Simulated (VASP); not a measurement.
Here is a VASP 6.6.1 calculation.

Contents of INCAR:

```
PREC = Accurate
ENCUT = 600
EDIFF = 1E-6
ISMEAR = 0
SIGMA = 0.15
LREAL = False
LASPH = True
NELM = 120
ALGO = Normal
ISIF = 2
LWAVE = False
LCHARG = False
GGA = PE
NBANDS = 15
GGA_COMPAT = False
```

The input KPOINTS:

```
regular mesh
0
Gamma
  20 20 20
```

File POSCAR:

```
TaN
1.0
    0.0000000000      2.1438486919      2.2510411265
    2.1438486919      0.0000000000      2.2510411265
    2.1438486919      2.1438486919      0.0000000000
Ta N
1 1
Direct
    0.5000000000      0.5000000000      0.5000000000
    0.0000000000      0.0000000000      0.0000000000
```

Potentials or basis: VASP PAW PBE potentials, release 64 (Ta_pv, N).

Command:

```bash
$ cat potpaw_PBE.64/Ta_pv/POTCAR potpaw_PBE.64/N/POTCAR > POTCAR
$ mpirun -np 1 vasp_std > vasp.out
```

Question: Estimate the pressure.

Answer: 17.6 GPa.

Question: Predict the band gap on the k mesh.

Answer: Zero (bands 8 and 9 overlap by 3.95 eV).

Stress tensor (GPa, compression positive):
```
27.24  0.00  0.00
 0.00 27.24  0.00
 0.00  0.00 -1.63
```

Caveat: the stress differs along the axes, from -2 to 27 GPa; spin-orbit coupling is left out, which moves the levels of the heavy elements.
